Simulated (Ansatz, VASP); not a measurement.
CO2: VASP beside Ansatz

File INCAR:

```
PREC     = Accurate       # precision mode
ENCUT    = 520            # plane-wave cutoff, eV
EDIFF    = 1E-6           # SCF threshold, eV
ISMEAR   = -1             # smearing method
SIGMA    = 0.05           # smearing width, eV
LREAL    = F              # projectors in reciprocal space
LASPH    = T              # aspherical terms in the spheres
NELM     = 60             # most SCF steps
ALGO     = Normal         # electronic algorithm
ISIF     = 2              # what is computed and relaxed
LWAVE    = F              # write WAVECAR
LCHARG   = F              # write CHGCAR
GGA      = CA             # functional
NBANDS   = 25             # bands
```

KPOINTS

```
regular mesh
0
Gamma
  8 8 4
```

Contents of POSCAR:

```
CO2
1.0
    2.6359112300     -2.3873781200      0.0000000000
    2.6359112300      2.3873781200      0.0000000000
    0.0000000000      0.0000000000      6.5871749100
O C
4 2
Direct
    0.3065085700      0.6934914300      0.6081566100
    0.6934914300      0.3065085700      0.3918433900
    0.1934914300      0.8065085700      0.1081566100
    0.8065085700      0.1934914300      0.8918433900
    0.5000000000      0.5000000000      0.5000000000
    0.0000000000      0.0000000000      0.0000000000
```

File input.yaml:

```yaml
crystal:
  lattice:
    - [2.63591123, -2.38737812, 0.0]
    - [2.63591123, 2.38737812, 0.0]
    - [0.0, 0.0, 6.58717491]
  atoms:
    - { symbol: O, position: [0.30650857, 0.69349143, 0.60815661] }
    - { symbol: O, position: [0.69349143, 0.30650857, 0.39184339] }
    - { symbol: O, position: [0.19349143, 0.80650857, 0.10815661] }
    - { symbol: O, position: [0.80650857, 0.19349143, 0.89184339] }
    - { symbol: C, position: [0.5, 0.5, 0.5] }
    - { symbol: C, position: [0.0, 0.0, 0.0] }
kpoints:
  mp_grid: { grid: [8, 8, 4] }
  band_path:
    path:
      - [0.0, 0.0, 0.0]
      - [0.4550788467, -0.4550788467, 0.0]
      - [0.0, -0.5, 0.0]
      - [0.0, -0.5, -0.5]
      - [0.4550788467, -0.4550788467, -0.5]
      - [0.0, 0.0, -0.5]
      - [0.0, 0.0, 0.0]
      - [-0.5, -0.5, 0.0]
    npoints: 12
scf:
  occupations: { method: fermi_dirac, width: 0.05 }
hamiltonian:
  xc: lda
  pseudopotentials: { kind: all_electron, lapw: { basis_error: 0.002 } }
output:
  forces: true
  stress: true
  eigenvalues: true
```

Alike in both runs: functional LDA; k mesh 8 × 8 × 4; occupations fermi-dirac, width 0.05 eV; no spin polarisation.

|  | VASP | Ansatz |
| --- | --- | --- |
| version | VASP 6.6.1 | Ansatz 0.2.0 |
| potentials or method | VASP PAW LDA potentials, release 64 (O, C), cutoff 520 eV | all-electron LAPW, scalar-relativistic |
| task | single point | band structure |

```csv
,VASP,Ansatz,Ansatz less VASP
gap on the k mesh at the Fermi level (eV),6.30,6.33,+0.029
least direct gap on the mesh (eV),6.88,6.91,+0.030
pressure (GPa),-0.8,-2.6,-1.76
"traceless stress, the component that is largest in VASP (GPa)",0.64,-1.23,-1.870
rms of the force components (eV/Å),0.092,0.239,+0.1466
```

LDA's correlation is that of Perdew and Zunger in VASP and of Perdew and Wang (1992) in Ansatz. Atom by atom the forces differ by 0.331 eV/Å (rms over components). One of these differences is far larger than is usual between the two programs; its cause wasn't traced. Ansatz ran all-electron here, and VASP with PAW potentials.

Noted on VASP's run: the standard files for N, O and F lose accuracy on very short bonds.
